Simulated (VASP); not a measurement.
Wanted: the native input for a VASP 6.6.1 run.

| Item | Value |
| --- | --- |
| Task | single point |
| Functional | PBE |
| Potentials or basis | VASP PAW PBE potentials, release 64 (Ti_sv, H) |
| Cutoff | 520 eV |
| k mesh | 8 × 8 × 1 |
| Occupations | gaussian, width 0.1 eV |
| Spin | no spin polarisation |
| Dipole correction | yes |
| Further INCAR settings | ALGO = Normal; EDIFF = 1e-06; NBANDS = 32 |

The structure of Ti4H lies in POSCAR:

```
Ti4H
1.0
    3.2553359259      0.0000000000      0.0000000000
    0.0000000000      3.2553359259      0.0000000000
    0.0000000000      0.0000000000     20.1793674375
Ti H
4 1
Direct
    0.5000000000      0.5000000000      0.1982222690
    0.0000000000      0.0000000000      0.2788822782
    0.5000000000      0.5000000000      0.3551865247
    0.0000000000      0.0000000000      0.4301109767
    0.1250000000      0.2500000000      0.5042350136
```

The input as run:

INCAR

```
ALGO = Normal
DIPOL = 0.5 0.5 0.353
EDIFF = 1E-6
ENCUT = 520
GGA = PE
IDIPOL = 3
ISIF = 2
ISMEAR = 0
LASPH = T
LCHARG = F
LDIPOL = T
LREAL = F
LWAVE = F
NBANDS = 32
NELM = 100
PREC = Accurate
SIGMA = 0.1
```

KPOINTS

```
k-points
0
Gamma
  8 8 1
```

Potentials or basis: VASP PAW PBE potentials, release 64 (Ti_sv, H).

Run with:

```sh
$ cat potpaw_PBE.64/Ti_sv/POTCAR potpaw_PBE.64/H/POTCAR > POTCAR
$ mpirun -np 1 vasp_std > vasp.out
```

It gave:

The largest force is 0.814 eV/Å and the band gap on the k mesh is zero (an odd number of electrons rules out a gap without spin polarisation).

Wall time 5 min on 1 thread of Intel(R) Xeon(R) Platinum 8488C (Sapphire Rapids) (shared host), peak memory 0.39 GiB.
